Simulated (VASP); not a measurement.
Input of a VASP 6.6.1 run:

INCAR

```
SYSTEM = LiH
PREC = Accurate
ENCUT = 520
EDIFF = 1E-6
ISMEAR = -1
SIGMA = 0.05
LREAL = Auto
LASPH = .True.
NELM = 60
ALGO = Normal
ISIF = 2
LWAVE = .False.
LCHARG = .False.
GGA = RP
NBANDS = 30
```

The input KPOINTS:

```
Automatic mesh
0
Gamma
  4 4 1
  0 0 0
```

The input POSCAR:

```
LiH
1.0
    1.9899850000      1.9899850000      0.0000000000
   -1.9899850000      1.9899850000      0.0000000000
    0.0000000000      0.0000000000     26.9298920000
H Li
8 8
Direct
    0.5056470000      0.4993470000      0.2424570000
    0.4870500000      0.4953400000      0.3909010000
    0.5058110000      0.5023000000      0.5368750000
    0.4963790000      0.4937400000      0.6844890000
    0.9912310000      0.9960020000      0.3156480000
    0.0021630000      0.0058290000      0.4633470000
    0.0084250000      0.0018750000      0.6103400000
    0.9940130000      0.0084170000      0.7591080000
    0.0079810000      0.9981330000      0.2408560000
    0.9926750000      0.9916850000      0.3893830000
    0.9997010000      0.9914290000      0.5373150000
    0.9868290000      0.9995000000      0.6839070000
    0.5034540000      0.5093070000      0.3155920000
    0.4872480000      0.4870360000      0.4626400000
    0.4956220000      0.5007420000      0.6102930000
    0.5018730000      0.5181680000      0.7590720000
```

Potentials or basis: VASP PAW PBE potentials, release 64 (H, Li_sv).

The run is started by

```sh
$ cat potpaw_PBE.64/H/POTCAR potpaw_PBE.64/Li_sv/POTCAR > POTCAR
$ mpirun -np 1 vasp_std > vasp.out
```

Task: Predict the largest force.

Result: 0.263 eV/Å.

Task: Predict the band gap on the k mesh.

Result: 2.08 eV, indirect (least direct gap 2.78 eV).

Forces in eV/Å, atoms in the order of the input:
```
H   -0.005 -0.008 -0.263
H    0.025  0.034 -0.177
H    0.000 -0.043  0.018
H   -0.043  0.030  0.021
H    0.012  0.058 -0.049
H    0.014 -0.087 -0.031
H   -0.030 -0.052  0.025
H    0.009  0.022  0.142
Li  -0.027 -0.005  0.231
Li  -0.023  0.023  0.078
Li  -0.031  0.032 -0.067
Li   0.036  0.054  0.101
Li   0.022 -0.086  0.003
Li   0.000  0.091  0.107
Li   0.029  0.010  0.020
Li   0.014 -0.074 -0.159
```

Caveat: the k points lie up to 0.56 Å⁻¹ apart; the PAW data sets were made with another functional, which shifts forces and pressure a little.
